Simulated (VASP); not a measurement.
Runs of VASP 6.6.1 on Ba. The structure is that of space group Im-3m (No. 229), or close to it. The cells are those of the table. 

```csv
task,cell,gap on the mesh (eV),pressure (GPa)
electric field gradients,"a = 4.330 Å, angles 109.5°, 1 atom",none,(a)
electric field gradients,"a = 4.242 Å, angles 109.5°, 1 atom",none,0.0
single point,"a = 4.301 Å, angles 109.5°, 1 atom",none,-0.4
single point,"a = 4.345 Å, angles 109.5°, 1 atom",none,-0.6
electric field gradients,"a = 4.387 Å, angles 109.5°, 1 atom",none,-0.8
electric field gradients,"a = 4.345 Å, angles 109.5°, 1 atom",none,-0.6
single point,"a = 4.242 Å, angles 109.5°, 1 atom",none,0.0
```

Alike in all rows: level PBEsol; potentials or basis VASP PAW PBE potentials, release 64 (Ba_sv); no spin polarisation; k mesh 10 × 10 × 10; cutoff (eV) 520; smearing fermi-dirac 0.05 eV.

Q: Fill in the values left out.

A: (a) -0.5.

Caveats: the PAW data sets were made with another functional, which shifts forces and pressure a little; spin-orbit coupling is left out, which moves the levels of the heavy elements.

A k mesh can miss the band edges, and the runs leave out spin-orbit coupling on Ba.

A gap of «none» marks levels without a gap at the run's occupations.
